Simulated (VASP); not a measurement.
A run of VASP 6.6.1 is set up as follows.

The input INCAR:

```
SYSTEM = Ge
ALGO = Normal
EDIFF = 1E-6
ENCUT = 520
GGA = PE
ISIF = 2
ISMEAR = 0
LASPH = .TRUE.
LCHARG = .TRUE.
LELF = .TRUE.
LREAL = .FALSE.
LVHAR = .TRUE.
LWAVE = .FALSE.
NBANDS = 13
NELM = 100
PREC = Accurate
SIGMA = 0.028000000000000004
```

File KPOINTS:

```
k-points
0
G
  11 11 10
  0 0 0
```

The input POSCAR:

```
Ge
1.0
    1.3971490000     -2.6005160000      0.0000000000
    1.3971490000      2.6005160000      0.0000000000
    0.0000000000      0.0000000000      2.6982310000
Ge
1
Direct
    0.5000000000      0.5000000000      0.0000000000
```

Potentials or basis: VASP PAW PBE potentials, release 64 (Ge_d).

Command:

```bash
$ cat potpaw_PBE.64/Ge_d/POTCAR > POTCAR
$ mpirun -np 1 vasp_std > vasp.out
```

Problem. What does it give for the pressure?

Solution. -0.8 GPa.

Problem. What does it give for the band gap on the k mesh?

Solution. Zero (band 7 reaches 12.88 eV, above the bottom of band 8 at 3.82 eV).

Stress tensor (GPa, compression positive):
```
 0.90  0.00  0.00
 0.00 -3.01  0.00
 0.00  0.00 -0.39
```
